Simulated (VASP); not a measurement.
# NaI (Fm-3m) in VASP: notebook

Runs on NaI. Level: PBE. Tasks: single point, relaxation of cell and atoms.

Everything below comes from runs of VASP 6.6.1. Logs are shortened: lines on timing, memory, paths and dates and some standing lists are left out, and cuts for length are marked.

### Step 1. The cell of the first run

The structure is cubic, space group Fm-3m (No. 225). The conventional cell has a = 6.526 Å, b = 6.526 Å, c = 6.526 Å, α = 90.00°, β = 90.00°, γ = 90.00°. Within 4.3 Å of Na (site symmetry m-3m) lie 6 I at 3.26 Å. I (site symmetry m-3m) has 6 Na at 3.26 Å within 4.3 Å.

### Step 2. Single point, PBE

INCAR reads:

```
SYSTEM = NaI
PREC = Accurate
ENCUT = 520
EDIFF = 1E-6
ISMEAR = 0
SIGMA = 0.02
LREAL = .False.
LASPH = .True.
NELM = 100
ALGO = Normal
ISIF = 2
LWAVE = .False.
LCHARG = .False.
GGA = PE
NBANDS = 14
```

KPOINTS reads:

```
regular mesh
0
Gamma
  6 6 6
  0 0 0
```

POSCAR reads:

```
NaI
1.0
    0.0000000000      3.2630859156      3.2630859156
    3.2630859156      0.0000000000      3.2630859156
    3.2630859156      3.2630859156      0.0000000000
Na I
1 1
Direct
    0.0000000000      0.0000000000      0.0000000000
    0.5000000000      0.5000000000      0.5000000000
```

Potentials or basis: VASP PAW PBE potentials, release 64 (Na_pv, I).

Run with:

```sh
$ cat potpaw_PBE.64/Na_pv/POTCAR potpaw_PBE.64/I/POTCAR > POTCAR
$ mpirun -np 1 vasp_std > vasp.out
```

OUTCAR:

```text
SYSTEM = NaI
   PREC = Accurate
   ENCUT = 520
   EDIFF = 1E-6
   ISMEAR = 0
   LREAL = .False.
   LASPH = .True.
   NELM = 100
   ISIF = 2
   GGA = PE

 ion  position               nearest neighbor table
   1  0.000  0.000  0.000-
   2  0.500  0.500  0.500-

  LATTYP: Found a face centered cubic cell.
 ALAT       =     6.5261718312

  Lattice vectors:

 A1 = (   0.0000000000,   3.2630859156,   3.2630859156)
 A2 = (   3.2630859156,   0.0000000000,   3.2630859156)
 A3 = (   3.2630859156,   3.2630859156,   0.0000000000)

Analysis of symmetry for initial positions (statically):
=====================================================================
 Subroutine PRICEL returns:
 Original cell was already a primitive cell.

 Routine SETGRP: Setting up the symmetry group for a
 face centered cubic supercell.

 Subroutine GETGRP returns: Found 48 space group operations
 (whereof 48 operations were pure point group operations)
 out of a pool of 48 trial point group operations.

The static configuration has the point symmetry O_h .

Analysis of symmetry for dynamics (positions and initial velocities):
=====================================================================
 Subroutine PRICEL returns:
 Original cell was already a primitive cell.

 Routine SETGRP: Setting up the symmetry group for a
 face centered cubic supercell.

 Subroutine GETGRP returns: Found 48 space group operations
 (whereof 48 operations were pure point group operations)
 out of a pool of 48 trial point group operations.

The dynamic configuration has the point symmetry O_h .

 Subroutine INISYM returns: Found 48 space group operations
 (whereof 48 operations are pure point group operations),
 and found     1 'primitive' translations

----------------------------------------------------------------------------------------

                                     Primitive cell

  volume of cell :      69.4889

  direct lattice vectors                    reciprocal lattice vectors
     0.000000000  3.263085916  3.263085916    -0.153229186  0.153229186  0.153229186
     3.263085916  0.000000000  3.263085916     0.153229186 -0.153229186  0.153229186
     3.263085916  3.263085916  0.000000000     0.153229186  0.153229186 -0.153229186

  length of vectors
     4.614700357  4.614700357  4.614700357     0.265400736  0.265400736  0.265400736

  position of ions in fractional coordinates (direct lattice)
     0.000000000  0.000000000  0.000000000
     0.500000000  0.500000000  0.500000000

  ion indices of the primitive-cell ions
   primitive index   ion index
                 1           1
                 2           2

----------------------------------------------------------------------------------------

 KPOINTS: regular mesh

Automatic generation of k-mesh.
 Grid dimensions read from file:
 generate k-points for:    6    6    6

 Generating k-lattice:

  Cartesian coordinates                     Fractional coordinates (reciprocal lattice)
    -0.025538198  0.025538198  0.025538198     0.166666667  0.000000000  0.000000000
     0.025538198 -0.025538198  0.025538198     0.000000000  0.166666667  0.000000000
     0.025538198  0.025538198 -0.025538198     0.000000000  0.000000000  0.166666667

  Length of vectors
     0.044233456  0.044233456  0.044233456

  Shift w.r.t. Gamma in fractional coordinates (k-lattice)
     0.000000000  0.000000000  0.000000000

 Subroutine IBZKPT returns following result:
 ===========================================

 Found     16 irreducible k-points:

 Following reciprocal coordinates:
            Coordinates               Weight
  0.000000  0.000000  0.000000      1.000000
  0.166667  0.000000  0.000000      8.000000
  0.333333  0.000000  0.000000      8.000000
  0.500000  0.000000  0.000000      4.000000
  0.166667  0.166667  0.000000      6.000000
  0.333333  0.166667  0.000000     24.000000
[... 8 lines left out ...]
 -0.333333  0.333333  0.166667     24.000000
 -0.333333  0.500000  0.166667     12.000000
   k-points           NKPTS =     16   k-points in BZ     NKDIM =     16   number of bands    NBANDS=     14
   number of dos      NEDOS =    301   number of ions     NIONS =      2
   total plane-waves  NPLWV =  46656
   dimension x,y,z NGX =    36 NGY =   36 NGZ =   36
   dimension x,y,z NGXF=    72 NGYF=   72 NGZF=   72
   ions per type =               1   1
   NGX,Y,Z   is equivalent  to a cutoff of  12.97, 12.97, 12.97 a.u.
   NGXF,Y,Z  is equivalent  to a cutoff of  25.94, 25.94, 25.94 a.u.
 SYSTEM =  NaI
   PREC   = accura    normal or accurate (medium, high low for compatibility)
   ISTART =      0    job   : 0-new  1-cont  2-samecut
   ICHARG =      2    charge: 1-file 2-atom 10-const
   ISPIN  =      1    spin polarized calculation?
   LNONCOLLINEAR =      F non collinear calculations
   LSORBIT =      F    spin-orbit coupling
   LASPH  =      T    aspherical Exc in radial PAW
   ENCUT  =  520.0 eV  38.22 Ry    6.18 a.u.   8.58  8.58  8.58*2*pi/ulx,y,z
   NELM   =    100;   NELMIN=  2; NELMDL= -5     # of ELM steps
   EDIFF  = 0.1E-05   stopping-criterion for ELM
   LREAL  =      F    real-space projection
   EDIFFG = 0.1E-04   stopping-criterion for IOM
   NSW    =      0    number of steps for IOM
   IBRION =     -1    ionic relax: 0-MD 1-quasi-New 2-CG
   NFREE  =      0    steps in history (QN), initial steepest desc. (CG)
   ISIF   =      2    stress and relaxation
   ISYM   =      2    0-nonsym 1-usesym 2-fastsym
   POTIM  = 0.5000    time-step for ionic-motion
   TEBEG  =    0.0;   TEEND  =   0.0 temperature during run
   PSTRESS=    0.0 pullay stress
   NELECT =      14.0000    total number of electrons
   NUPDOWN=      -1.0000    fix difference up-down
   EMIN   =  10.00;   EMAX   =-10.00  energy-range for DOS
   EFERMI =   0.00;   METHOD = LEGACY
   ISMEAR =     0;   SIGMA  =   0.02  broadening in eV -4-tet -1-fermi 0-gaus
   EFERMI_NEDOS =   21; number of points for ismear=-14 and -15
   IALGO  =     38    algorithm
   IMIX   =      4    mixing-type and parameters
     AMIX     =   0.40;   BMIX     =  1.00
     AMIX_MAG =   1.60;   BMIX_MAG =  1.00
  volume/ion in A,a.u.               =      34.74       234.47
  Fermi-wavevector in a.u.,A,eV,Ry     =   0.959722  1.813613 12.531881  0.921067
  Thomas-Fermi vector in A             =   2.088944
   LORBIT       =      0    0 simple, 1 ext, 2 COOP (PROOUT), +10 PAW based schemes
   GGA     = PE    functional components
   LHFCALC =     F    Hartree Fock is set to
   AEXX    =    0.0000 exact exchange contribution
   IVDW    =     0    specifies the selected vdW correction
   LEPSILON=     F    determine dielectric tensor
   LRPA    =     F    only Hartree local field effects (RPA)
 non-spin polarized calculation
 Gauss-broadening in eV      SIGMA  =   0.02
  energy-cutoff  :      520.00
  volume of cell :       69.49
 maximum number of plane-waves:      1895
 NGX is ok and might be reduce to    36
   NGX = 17   NGY = 17   NGZ = 17

 number of electron      13.9999993 magnetization

 Free energy of the ion-electron system (eV)
  ---------------------------------------------------
  ext. energy  EPLUGINS =         0.00000000
  ---------------------------------------------------
  free energy    TOTEN  =        -5.38741923 eV

  energy without entropy =       -5.38741923  energy(sigma->0) =       -5.38741923

 E-fermi :   0.7556     XC(G=0):  -7.6060

 val. band max:        0.6382611803   @ k =   0.0000   0.0000   0.0000
 cond. band min:       4.2145714129   @ k =   0.0000   0.0000   0.0000
 fundamental gap:      3.5763102325
 Fermi energy:         0.7556052959

 k-point     1 :       0.0000    0.0000    0.0000
  band No.  band energies     occupation
      1     -21.8320      2.00000
      2     -21.8320      2.00000
      3     -21.8320      2.00000
      4     -10.3177      2.00000
      5       0.6383      2.00000
      6       0.6383      2.00000
      7       0.6383      2.00000
      8       4.2146      0.00000
      9       8.5666      0.00000
     10       8.5666      0.00000
     11       8.5666      0.00000
     12      10.3448      0.00000
     13      10.3448      0.00000
     14      11.0542      0.00000

 k-point     2 :       0.1667    0.0000    0.0000
  band No.  band energies     occupation
      1     -21.8331      2.00000
      2     -21.8321      2.00000
      3     -21.8321      2.00000
      4     -10.2489      2.00000
      5      -0.0655      2.00000
      6       0.5672      2.00000
      7       0.5672      2.00000
      8       5.0119      0.00000
      9       8.0747      0.00000
     10       8.7441      0.00000
     11       8.7442      0.00000
     12       9.8365      0.00000
     13       9.8365      0.00000
     14      11.3583      0.00000

 k-point     3 :       0.3333    0.0000    0.0000
  band No.  band energies     occupation
      1     -21.8355      2.00000
      2     -21.8322      2.00000
      3     -21.8322      2.00000
      4     -10.1037      2.00000
      5      -1.0542      2.00000
      6       0.4342      2.00000
      7       0.4342      2.00000
      8       5.7088      0.00000
      9       8.3153      0.00000
     10       8.3153      0.00000
     11       8.5143      0.00000
     12      10.7105      0.00000
     13      10.8653      0.00000
     14      10.8653      0.00000

 k-point     4 :       0.5000    0.0000    0.0000
  band No.  band energies     occupation
      1     -21.8366      2.00000
      2     -21.8323      2.00000
      3     -21.8323      2.00000
      4     -10.0268      2.00000
      5      -1.4559      2.00000
      6       0.3717      2.00000
      7       0.3717      2.00000
      8       5.7240      0.00000
      9       8.0605      0.00000
     10       8.0605      0.00000
     11       9.1869      0.00000
     12      10.8836      0.00000
     13      12.8032      0.00000
     14      12.8032      0.00000

 k-point     5 :       0.1667    0.1667    0.0000
  band No.  band energies     occupation
      1     -21.8330      2.00000
      2     -21.8324      2.00000
      3     -21.8323      2.00000
      4     -10.2273      2.00000
      5      -0.0599      2.00000
      6       0.4366      2.00000
      7       0.4366      2.00000
      8       5.2837      0.00000
      9       7.5911      0.00000
     10       8.6389      0.00000
     11       9.1528      0.00000
[... 140 lines left out ...]
 k-point    14 :       0.5000    0.3333    0.1667
  band No.  band energies     occupation
      1     -21.8351      2.00000
      2     -21.8336      2.00000
      3     -21.8327      2.00000
      4     -10.0160      2.00000
      5      -0.9741      2.00000
      6      -0.2330      2.00000
      7       0.1551      2.00000
      8       6.4915      0.00000
      9       7.3778      0.00000
     10       7.5861      0.00000
     11       9.5625      0.00000
     12      10.6815      0.00000
     13      12.6951      0.00000
     14      13.4059      0.00000

 k-point    15 :      -0.3333    0.3333    0.1667
  band No.  band energies     occupation
      1     -21.8353      2.00000
      2     -21.8339      2.00000
      3     -21.8330      2.00000
      4      -9.9675      2.00000
      5      -1.0069      2.00000
      6      -0.4795      2.00000
      7       0.0232      2.00000
      8       6.6073      0.00000
      9       7.2488      0.00000
     10       8.4521      0.00000
     11       9.0785      0.00000
     12      10.9918      0.00000
     13      12.2630      0.00000
     14      13.4424      0.00000

 k-point    16 :      -0.3333    0.5000    0.1667
  band No.  band energies     occupation
      1     -21.8350      2.00000
      2     -21.8340      2.00000
      3     -21.8336      2.00000
      4      -9.9491      2.00000
      5      -0.9587      2.00000
      6      -0.4161      2.00000
      7      -0.2094      2.00000
      8       5.9499      0.00000
      9       7.1444      0.00000
     10       9.1229      0.00000
     11       9.1830      0.00000
     12      12.1024      0.00000
     13      12.9661      0.00000
     14      13.1242      0.00000

------------------------ aborting loop because EDIFF is reached ----------------------------------------

  FORCE on cell =-STRESS in cart. coord.  units (eV):
  Direction    XX          YY          ZZ          XY          YZ          ZX
  --------------------------------------------------------------------------------------
  -------------------------------------------------------------------------------------
  Total        0.0198451      0.0198451      0.0198451      0.0000000     -0.0000000     -0.0000000
  in kB        0.4575596      0.4575596      0.4575596      0.0000000     -0.0000000     -0.0000000
  external PRESSURE =       0.4575596 kB  Pullay stress =       0.0000000 kB

 VOLUME and BASIS-vectors are now :
 -----------------------------------------------------------------------------
  energy-cutoff  :      520.00
  volume of cell :       69.49
      direct lattice vectors                 reciprocal lattice vectors
     0.000000000  3.263085916  3.263085916    -0.153229186  0.153229186  0.153229186
     3.263085916  0.000000000  3.263085916     0.153229186 -0.153229186  0.153229186
     3.263085916  3.263085916  0.000000000     0.153229186  0.153229186 -0.153229186

 POSITION                                       TOTAL-FORCE (eV/Angst)
 -----------------------------------------------------------------------------------
      0.00000      0.00000      0.00000         0.000000     -0.000000      0.000000
      3.26309      3.26309      3.26309        -0.000000      0.000000     -0.000000
 -----------------------------------------------------------------------------------
    total drift:                                0.000000      0.000000      0.000000

  FREE ENERGIE OF THE ION-ELECTRON SYSTEM (eV)
  ---------------------------------------------------
  free  energy   TOTEN  =        -5.3874192309 eV

  energy  without entropy=       -5.3874192309  energy(sigma->0) =       -5.38741923
```

It used 15 s of CPU time on 1 thread of Intel Xeon 6975P-C, with other jobs on the host.

What came out:

| Quantity | Value |
| --- | --- |
| Free energy | -5.3874 eV |
| Pressure | 0.0 GPa |
| Band gap on the k mesh | 3.58 eV, direct |

Levels at points of the mesh, in eV from the valence-band top:
```
           k point  band 3  band 4  band 5  band 6  band 7  band 8  band 9  band 10  band 11  band 12
(0.00, 0.00, 0.00)  -22.47  -10.96    0.00    0.00    0.00    3.58    7.93     7.93     7.93     9.71
(0.50, 0.00, 0.00)  -22.47  -10.67   -2.09   -0.27   -0.27    5.09    7.42     7.42     8.55    10.25
(0.50, 0.50, 0.00)  -22.47  -10.59   -1.82   -0.71   -0.71    4.47    5.60     9.72    11.15    11.15
```

Caveat: spin-orbit coupling is left out, which moves the levels of the heavy elements.

[end of part 1 of 2]
